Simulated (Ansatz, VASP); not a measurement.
Two plane-wave programs on Os

The input INCAR:

```
ALGO = Normal ; EDIFF = 1E-6
EDIFFG = -0.005 ; ENCUT = 600
GGA = PE ; IBRION = 2
ISIF = 3 ; ISMEAR = -1
LASPH = T ; LCHARG = F
LREAL = F ; LWAVE = F
NELM = 80 ; NSW = 100
PREC = Accurate ; SIGMA = 0.05
```

The input KPOINTS:

```
k-points
0
Gamma
  15 15 15
```

File POSCAR:

```
Os
1.0
    2.6443629460      0.0000000000      0.0000000000
    0.0000000000      2.6443629460      0.0000000000
    0.0000000000      0.0000000000      2.6443629460
Os
1
Direct
    0.0000000000      0.0000000000      0.0000000000
```

Input for Ansatz:

```yaml
crystal:
  lattice:
    - [2.644362946, 0.0, 0.0]
    - [0.0, 2.644362946, 0.0]
    - [0.0, 0.0, 2.644362946]
  atoms:
    - { symbol: Os, position: [0.0, 0.0, 0.0] }
kpoints:
  mp_grid: { grid: [15, 15, 15] }
scf:
  occupations: { method: fermi_dirac, width: 0.05 }
hamiltonian:
  xc: pbe
  pseudopotentials: { kind: paw }
output:
  forces: true
  stress: true
  write_density: true
  write_potential: true
  elf: true
  volumetric_format: npy
relax:
  f_tol: 0.005
  max_steps: 80
  cell: {}
```

Alike in both runs: task relaxation of cell and atoms; functional PBE; k mesh 15 × 15 × 15; occupations fermi-dirac, width 0.05 eV; no spin polarisation.

|  | VASP | Ansatz |
| --- | --- | --- |
| version | VASP 6.6.1 | Ansatz 0.2.0 |
| potentials or method | VASP PAW PBE potentials, release 64 (Os) | PAW with Ansatz's default frozen-core files, scalar-relativistic |
| plane-wave cutoff (eV) | 600 | 420 |
| valence electrons in the cell | 8 | 16 |

Ansatz gave:

* relaxed volume (Å³/atom): 16.73
* relaxed cell length with the largest relative difference (Å): 2.557

**Question.** What did VASP give for the same quantities?

**Answer.** Relaxed volume (Å³/atom): 16.71; relaxed cell length with the largest relative difference (Å): 2.557.

VASP's potentials hold 8 valence electrons a cell and Ansatz's 16, so a difference there can come from the potentials and not from the codes.

Neither program's run includes spin-orbit coupling.
